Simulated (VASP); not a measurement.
# Zn12H2O in VASP: further runs

Zn12H2O is run at these levels: PBE+D3(BJ); tasks: single point.

All numbers are computed with VASP 6.6.1; they aren't measurements. Logs are shortened: lines on timing, memory, paths and dates and some standing lists are left out, and cuts for length are marked.

## (1) The cell of the first run

The cell holds a slab with vacuum, 15 atoms: a = 5.320 Å, b = 5.320 Å, c = 17.937 Å, α = 90.00°, β = 90.00°, γ = 60.00°.

## (2) Single point, PBE+D3(BJ)

INCAR

```
SYSTEM = Zn12H2O
PREC = Accurate
ENCUT = 520
EDIFF = 1E-7
ISMEAR = 0
SIGMA = 0.05
LREAL = Auto
LASPH = .TRUE.
NELM = 100
ALGO = Normal
ISIF = 2
LWAVE = .FALSE.
LCHARG = .FALSE.
GGA = PE
IVDW = 12
NBANDS = 89
LUSENCCL = .FALSE.
```

KPOINTS

```
regular mesh
0
G
  5 5 1
  0 0 0
```

POSCAR

```
Zn12H2O
1.0
    5.3200000000      0.0000000000      0.0000000000
    2.6600000000      4.6072550000      0.0000000000
    0.0000000000      0.0000000000     17.9369600000
Zn O H
12 1 2
Direct
    0.0000000000      0.0000000000      0.0557508000
    0.5000000000      0.0000000000      0.0557508000
    0.0000000000      0.5000000000      0.0557508000
    0.5000000000      0.5000000000      0.0557508000
   -0.1677629966      0.3338650611      0.1872043648
    0.3334697743      0.3338096269      0.1870007916
   -0.1667530603      0.8335460025      0.1861286346
    0.3340030519      0.8320701317      0.1873690205
   -0.0002612529      0.0002768727      0.3157310266
    0.5000012991      0.0002655072      0.3154916750
    0.0002360253      0.5001626974      0.3155572244
    0.4997958771      0.4975856299      0.3262363226
    0.5014399507      0.5493815225      0.4709958580
    0.6871484475      0.5440049098      0.4713671699
    0.3602734739      0.7559465890      0.4674172432
```

Potentials or basis: VASP PAW PBE potentials, release 64 (Zn, O, H).

Started as:

```console
cat potpaw_PBE.64/Zn/POTCAR potpaw_PBE.64/O/POTCAR potpaw_PBE.64/H/POTCAR > POTCAR
mpirun -np 1 vasp_std > vasp.out
```

OUTCAR:

```text
SYSTEM = Zn12H2O
   PREC = Accurate
   ENCUT = 520
   EDIFF = 1E-7
   ISMEAR = 0
   LREAL = Auto
   LASPH = .TRUE.
   NELM = 100
   ISIF = 2
   GGA = PE
   IVDW = 12
 IVDW          = 12

 ion  position               nearest neighbor table
   1  0.000  0.000  0.056-   3 2.66   3 2.66   4 2.66   4 2.66   2 2.66   2 2.66   7 2.80   5 2.82
                             8 2.82
   2  0.500  0.000  0.056-   4 2.66   3 2.66   4 2.66   3 2.66   1 2.66   1 2.66   7 2.80   6 2.81
                             8 2.82
   3  0.000  0.500  0.056-   1 2.66   1 2.66   2 2.66   2 2.66   4 2.66   4 2.66   7 2.80   6 2.81
                             5 2.82
   4  0.500  0.500  0.056-   2 2.66   1 2.66   2 2.66   1 2.66   3 2.66   3 2.66   6 2.81   5 2.81
                             8 2.81
   5  0.832  0.334  0.187-   8 2.65   6 2.65   7 2.66   7 2.66   6 2.67   8 2.67  11 2.77   9 2.77
                             4 2.81   1 2.82   3 2.82  12 2.93
   6  0.333  0.334  0.187-   8 2.65   5 2.65   7 2.66   7 2.66   5 2.67   8 2.67  10 2.77  11 2.77
                             4 2.81   3 2.81   2 2.81  12 2.92
   7  0.833  0.834  0.186-   5 2.66   6 2.66   8 2.66   6 2.66   8 2.66   5 2.66  10 2.78  11 2.78
                             9 2.79   1 2.80   2 2.80   3 2.80
   8  0.334  0.832  0.187-   5 2.65   6 2.65   7 2.66   7 2.66   6 2.67   5 2.67  10 2.77   9 2.77
                             4 2.81   2 2.82   1 2.82  12 2.93
   9  1.000  0.000  0.316-  10 2.66  11 2.66  12 2.66  11 2.66  10 2.66  12 2.67   8 2.77   5 2.77
                             7 2.79
  10  0.500  0.000  0.315-  12 2.65   9 2.66  11 2.66  11 2.66   9 2.66  12 2.68   8 2.77   6 2.77
                             7 2.78
  11  0.000  0.500  0.316-  12 2.66  10 2.66   9 2.66   9 2.66  10 2.66  12 2.68   5 2.77   6 2.77
                             7 2.78
  12  0.500  0.498  0.326-  10 2.65  11 2.66   9 2.66   9 2.67  11 2.68  10 2.68   6 2.92   5 2.93
                             8 2.93
  13  0.501  0.549  0.471-  14 0.97  15 0.97
  14  0.687  0.544  0.471-  13 0.97
  15  0.360  0.756  0.467-  13 0.97

  LATTYP: Found a hexagonal cell.
 ALAT       =     5.3199998717
 C/A-ratio  =     3.3716091039

  Lattice vectors:

 A1 = (  -2.6600000000,  -4.6072550000,   0.0000000000)
 A2 = (   5.3200000000,   0.0000000000,   0.0000000000)
 A3 = (   0.0000000000,   0.0000000000,  17.9369600000)

Analysis of symmetry for initial positions (statically):
=====================================================================
 Subroutine PRICEL returns:
 Original cell was already a primitive cell.

 Routine SETGRP: Setting up the symmetry group for a
 hexagonal supercell.

 Subroutine GETGRP returns: Found  1 space group operations
 (whereof  1 operations were pure point group operations)
 out of a pool of 24 trial point group operations.

The static configuration has the point symmetry C_1 .

Analysis of symmetry for dynamics (positions and initial velocities):
=====================================================================
 Subroutine PRICEL returns:
 Original cell was already a primitive cell.

 Routine SETGRP: Setting up the symmetry group for a
 hexagonal supercell.

 Subroutine GETGRP returns: Found  1 space group operations
 (whereof  1 operations were pure point group operations)
 out of a pool of 24 trial point group operations.

The dynamic configuration has the point symmetry C_1 .

 Subroutine INISYM returns: Found  1 space group operations
 (whereof  1 operations are pure point group operations),
 and found     1 'primitive' translations

----------------------------------------------------------------------------------------

                                     Primitive cell

  volume of cell :     439.6456

  direct lattice vectors                    reciprocal lattice vectors
     5.320000000  0.000000000  0.000000000     0.187969925 -0.108524490  0.000000000
     2.660000000  4.607255000  0.000000000     0.000000000  0.217048980  0.000000000
     0.000000000  0.000000000 17.936960000     0.000000000  0.000000000  0.055750807

  length of vectors
     5.320000000  5.319999872 17.936960000     0.217048975  0.217048980  0.055750807

  position of ions in fractional coordinates (direct lattice)
     0.000000000  0.000000000  0.055750800
[... 51 lines left out ...]
  Shift w.r.t. Gamma in fractional coordinates (k-lattice)
     0.000000000  0.000000000  0.000000000

 Subroutine IBZKPT returns following result:
 ===========================================

 Found     13 irreducible k-points:

 Following reciprocal coordinates:
            Coordinates               Weight
  0.000000  0.000000  0.000000      1.000000
  0.200000  0.000000  0.000000      2.000000
  0.200000  0.200000  0.000000      2.000000
  0.000000  0.200000  0.000000      2.000000
  0.400000  0.000000  0.000000      2.000000
  0.400000  0.400000  0.000000      2.000000
  0.000000  0.400000  0.000000      2.000000
  0.400000  0.200000  0.000000      2.000000
  0.200000  0.400000  0.000000      2.000000
 -0.200000  0.200000  0.000000      2.000000
 -0.400000  0.200000  0.000000      2.000000
  0.400000 -0.400000  0.000000      2.000000
 -0.200000  0.400000  0.000000      2.000000
   k-points           NKPTS =     13   k-points in BZ     NKDIM =     13   number of bands    NBANDS=     89
   number of dos      NEDOS =    301   number of ions     NIONS =     15
   total plane-waves  NPLWV = 224000
   dimension x,y,z NGX =    40 NGY =   40 NGZ =  140
   dimension x,y,z NGXF=    80 NGYF=   80 NGZF=  280
   ions per type =              12   1   2
   NGX,Y,Z   is equivalent  to a cutoff of  12.50, 12.50, 12.98 a.u.
   NGXF,Y,Z  is equivalent  to a cutoff of  25.00, 25.00, 25.95 a.u.
 SYSTEM =  Zn12H2O
   PREC   = accura    normal or accurate (medium, high low for compatibility)
   ISTART =      0    job   : 0-new  1-cont  2-samecut
   ICHARG =      2    charge: 1-file 2-atom 10-const
   ISPIN  =      1    spin polarized calculation?
   LNONCOLLINEAR =      F non collinear calculations
   LSORBIT =      F    spin-orbit coupling
   LASPH  =      T    aspherical Exc in radial PAW
   ENCUT  =  520.0 eV  38.22 Ry    6.18 a.u.   9.89  9.89 33.35*2*pi/ulx,y,z
   NELM   =    100;   NELMIN=  2; NELMDL= -5     # of ELM steps
   EDIFF  = 0.1E-06   stopping-criterion for ELM
   LREAL  =      T    real-space projection
   EDIFFG = 0.1E-05   stopping-criterion for IOM
   NSW    =      0    number of steps for IOM
   IBRION =     -1    ionic relax: 0-MD 1-quasi-New 2-CG
   NFREE  =      0    steps in history (QN), initial steepest desc. (CG)
   ISIF   =      2    stress and relaxation
   ISYM   =      2    0-nonsym 1-usesym 2-fastsym
   POTIM  = 0.5000    time-step for ionic-motion
   TEBEG  =    0.0;   TEEND  =   0.0 temperature during run
   PSTRESS=    0.0 pullay stress
   NELECT =     152.0000    total number of electrons
   NUPDOWN=      -1.0000    fix difference up-down
   EMIN   =  10.00;   EMAX   =-10.00  energy-range for DOS
   EFERMI =   0.00;   METHOD = LEGACY
   ISMEAR =     0;   SIGMA  =   0.05  broadening in eV -4-tet -1-fermi 0-gaus
   EFERMI_NEDOS =   21; number of points for ismear=-14 and -15
   IALGO  =     38    algorithm
   IMIX   =      4    mixing-type and parameters
     AMIX     =   0.40;   BMIX     =  1.00
     AMIX_MAG =   1.60;   BMIX_MAG =  1.00
  volume/ion in A,a.u.               =      29.31       197.79
  Fermi-wavevector in a.u.,A,eV,Ry     =   1.149005  2.171304 17.962570  1.320212
  Thomas-Fermi vector in A             =   2.285677
   LORBIT       =      0    0 simple, 1 ext, 2 COOP (PROOUT), +10 PAW based schemes
   GGA     = PE    functional components
   LHFCALC =     F    Hartree Fock is set to
   AEXX    =    0.0000 exact exchange contribution
   IVDW    =    12    specifies the selected vdW correction
   LEPSILON=     F    determine dielectric tensor
   LRPA    =     F    only Hartree local field effects (RPA)
 non-spin polarized calculation
 Gauss-broadening in eV      SIGMA  =   0.05
  energy-cutoff  :      520.00
  volume of cell :      439.65
 maximum number of plane-waves:     11859
   NGX = 19   NGY = 19   NGZ = 67

 number of electron     151.9999989 magnetization

 Free energy of the ion-electron system (eV)
  ---------------------------------------------------
  ext. energy  EPLUGINS =         0.00000000
  ---------------------------------------------------
  free energy    TOTEN  =       -26.50225024 eV

  energy without entropy =      -26.49146600  energy(sigma->0) =      -26.49685812

 E-fermi :  -0.6785     XC(G=0):  -6.0804

 val. band max:       -0.6903354535   @ k =   0.4000   0.0000   0.0000
 cond. band min:      -0.6439489626   @ k =   0.4000  -0.4000   0.0000
 fundamental gap:      0.0463864910
 Fermi energy:        -0.6785310888

 k-point     1 :       0.0000    0.0000    0.0000
  band No.  band energies     occupation
      1     -22.8787      2.00000
      2     -10.9049      2.00000
      3     -10.5423      2.00000
      4      -9.6006      2.00000
      5      -9.3340      2.00000
      6      -9.1941      2.00000
[... 1172 lines left out ...]
     87       4.0448      0.00000
     88       4.3826      0.00000
 [bands above 88 left out]

------------------------ aborting loop because EDIFF is reached ----------------------------------------

 Edisp (eV)   -3.72347

 E8    (eV) :    -1.6077

  FORCE on cell =-STRESS in cart. coord.  units (eV):
  Direction    XX          YY          ZZ          XY          YZ          ZX
  --------------------------------------------------------------------------------------
  -------------------------------------------------------------------------------------
  Total      -5.89459    -5.89143     0.07950    -0.14636    -0.00403     0.01332
  in kB     -21.48134   -21.46983     0.28973    -0.53339    -0.01469     0.04856
  external pressure =      -14.22 kB  Pullay stress =        0.00 kB

 VOLUME and BASIS-vectors are now :
 -----------------------------------------------------------------------------
  energy-cutoff  :      520.00
  volume of cell :      439.65
      direct lattice vectors                 reciprocal lattice vectors
     5.320000000  0.000000000  0.000000000     0.187969925 -0.108524490  0.000000000
     2.660000000  4.607255000  0.000000000     0.000000000  0.217048980  0.000000000
     0.000000000  0.000000000 17.936960000     0.000000000  0.000000000  0.055750807

 POSITION                                       TOTAL-FORCE (eV/Angst)
 -----------------------------------------------------------------------------------
      0.00000      0.00000      1.00000         0.017233      0.006248      0.004588
      2.66000      0.00000      1.00000        -0.015737      0.002299      0.008817
      1.33000      2.30363      1.00000        -0.004522     -0.011635      0.006825
      3.99000      2.30363      1.00000         0.002633      0.003895     -0.064654
      5.31558      1.53820      3.35788        -0.002570      0.002187     -0.001831
      2.66199      1.53795      3.35423         0.002773      0.002395     -0.003097
      6.65011      3.84036      3.33858         0.000227     -0.001147     -0.001155
      3.99020      3.83356      3.36083        -0.000530     -0.003707     -0.001739
      5.31935      0.00128      5.66325         0.001047     -0.002684      0.016972
      2.66071      0.00122      5.65896        -0.000909     -0.005561      0.015999
      1.33169      2.30438      5.66014        -0.003449      0.002838      0.016958
      3.98249      2.29250      5.85169         0.001958      0.003131      0.007070
      4.12902      2.53114      8.44823        -0.057580     -0.036461     -0.006701
      5.10268      2.50637      8.45489         0.119193     -0.043352      0.004489
      3.92747      3.48284      8.38404        -0.059766      0.081555     -0.002541
 -----------------------------------------------------------------------------------
    total drift:                               -0.000598     -0.000670     -0.008833

  FREE ENERGIE OF THE ION-ELECTRON SYSTEM (eV)
  ---------------------------------------------------
  free  energy   TOTEN  =       -30.2257168034 eV

  energy  without entropy=      -30.2149325648  energy(sigma->0) =      -30.22032468
```

Wall time 3.9 min (1 × NVIDIA H100 80GB with 1 thread of AMD EPYC 7R13 (Zen 3), shared host); peak memory 1.6 GiB.

Results:

| Property | Result |
| --- | --- |
| Free energy | -30.2257 eV |
| Largest force | 0.127 eV/Å |
| Band gap on the k mesh | zero (bands 76 and 77 overlap by 1.66 eV) |
| Dispersion energy per atom | -0.248 eV |

Forces in eV/Å, atoms in the order of the input:
```
Zn   0.017  0.006  0.005
Zn  -0.016  0.002  0.009
Zn  -0.005 -0.012  0.007
Zn   0.003  0.004 -0.065
Zn  -0.003  0.002 -0.002
Zn   0.003  0.002 -0.003
Zn   0.000 -0.001 -0.001
Zn  -0.001 -0.004 -0.002
Zn   0.001 -0.003  0.017
Zn  -0.001 -0.006  0.016
Zn  -0.003  0.003  0.017
Zn   0.002  0.003  0.007
O   -0.058 -0.036 -0.007
H    0.119 -0.043  0.004
H   -0.060  0.082 -0.003
```

Levels at points of the mesh, in eV from the Fermi level:
```
           k point  band 75  band 76  band 77  band 78  band 79  band 80
(0.00, 0.00, 0.00)    -1.50    -1.45    -1.44     0.38     0.38     0.48
```

Caveat: there is no dipole correction, which matters where the two faces differ.

## (3) Single point, PBE+D3(BJ)

INCAR

```
SYSTEM = Zn12H2O
PREC     = Accurate       ! precision mode
ENCUT    = 520            ! plane-wave cutoff, eV
EDIFF    = 1E-6           ! SCF threshold, eV
ISMEAR   = 0              ! smearing method
SIGMA    = 0.05           ! smearing width, eV
LREAL    = Auto         
LASPH    = .TRUE.         ! aspherical terms in the spheres
NELM     = 80             ! most SCF steps
ALGO     = Normal         ! electronic algorithm
ISIF     = 2              ! what is computed and relaxed
LWAVE    = .FALSE.        ! write WAVECAR
LCHARG   = .FALSE.        ! write CHGCAR
GGA      = PE             ! functional
IVDW     = 12             ! dispersion correction
NBANDS   = 89             ! bands
LUSENCCL = .FALSE.
```

KPOINTS is that of step 2.

POSCAR

```
Zn12H2O
1.0
    5.3200000000      0.0000000000      0.0000000000
    2.6600000000      4.6072550000      0.0000000000
    0.0000000000      0.0000000000     17.9369600000
Zn O H
12 1 2
Direct
    0.0000000000      0.0000000000      0.0557508073
    0.5000000000      0.0000000000      0.0557508073
   -0.0000000543      0.5000001085      0.0557508073
    0.4999999457      0.5000001085      0.0557508073
   -0.1677629304      0.3338649586      0.1872043535
    0.3334698185      0.3338096111      0.1870008073
   -0.1667530778      0.8335460052      0.1861286416
    0.3340031218      0.8320700721      0.1873690414
   -0.0002612216      0.0002769545      0.3157310380
    0.5000012971      0.0002654509      0.3154916441
    0.0002359541      0.5001626782      0.3155572070
    0.4997958940      0.4975856557      0.3262363299
    0.5014398525      0.5493815732      0.4709958655
    0.6871485219      0.5440048359      0.4713671659
    0.3602734777      0.7559466537      0.4674172212
```

Potentials or basis: VASP PAW PBE potentials, release 64 (Zn, O, H).

Started as:

```console
cat potpaw_PBE.64/Zn/POTCAR potpaw_PBE.64/O/POTCAR potpaw_PBE.64/H/POTCAR > POTCAR
mpirun -np 1 vasp_std > vasp.out
```

It took 3.5 min on 1 × NVIDIA H100 80GB with 1 thread of AMD EPYC 7R13 (Zen 3), shared host; peak memory 1.6 GiB.

Results (log left out):

```yaml
Free_energy: -30.2257 eV
Largest_force: 0.127 eV/Å
Band_gap_on_the_k_mesh: zero (bands 76 and 77 overlap by 1.66 eV)
Dispersion_energy_per_atom: -0.248 eV
```

Forces in eV/Å, atoms in the order of the input:
```
Zn   0.017  0.006  0.005
Zn  -0.016  0.002  0.009
Zn  -0.005 -0.012  0.007
Zn   0.003  0.004 -0.065
Zn  -0.003  0.002 -0.002
Zn   0.003  0.002 -0.003
Zn   0.000 -0.001 -0.001
Zn  -0.001 -0.004 -0.002
Zn   0.001 -0.003  0.017
Zn  -0.001 -0.006  0.016
Zn  -0.003  0.003  0.017
Zn   0.002  0.003  0.007
O   -0.058 -0.037 -0.007
H    0.119 -0.043  0.004
H   -0.060  0.082 -0.003
```

Levels at points of the mesh, in eV from the Fermi level:
| k point | band 75 | band 76 | band 77 | band 78 | band 79 | band 80 |
| --- | --- | --- | --- | --- | --- | --- |
| (0.00, 0.00, 0.00) | -1.50 | -1.45 | -1.44 | 0.38 | 0.38 | 0.48 |

Caveat: there is no dipole correction, which matters where the two faces differ.

The gap in the log of VASP goes by the Fermi energy; the results here count the filled bands.